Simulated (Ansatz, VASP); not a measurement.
One calculation of Ca2Ge3N, two programs

```
Ca Ge N
1.0
     5.16071    0.00000    0.00000
    -2.58035    4.46930    0.00000
     0.00000    0.00000    5.63982
Ca Ge N
2 3 1
Cartesian
  0.0000 2.9795 0.0000
  2.5804 1.4898 0.0000
  2.5804 0.0000 2.8199
  1.2902 2.2347 2.8199
  -1.2902 2.2347 2.8199
  0.0000 0.0000 0.0000
```

Change from the starting cell: species swapped into the HfCo3B2 type (P6/mmm, No. 191).

Alike in both runs: functional PBE; k mesh 3 × 3 × 6; occupations gaussian, width 0.1 eV; no spin polarisation.

Ansatz relaxed the structure, and its values are those at the end. VASP's run is a single point on that final structure, the one shown.

|  | VASP | Ansatz |
| --- | --- | --- |
| version | VASP 6.6.1 | Ansatz 0.2.0 |
| potentials or method | VASP PAW PBE potentials, release 64 (Ca_sv, Ge_d, N), cutoff 520 eV | scalar-relativistic, plane waves, PAW |
| valence electrons in the cell | 67 | 67 |

Ansatz gave:

| Item | Value |
| --- | --- |
| gap on the k mesh at the Fermi level (eV) | none |
| pressure (GPa) | 0.0 |

Estimate VASP's values.

gap on the k mesh at the Fermi level (eV): none; pressure (GPa): 0.1.

A gap of «none» marks a metal or a gap that the smearing closes.

The k mesh is coarse, so the values compare programs but aren't converged.
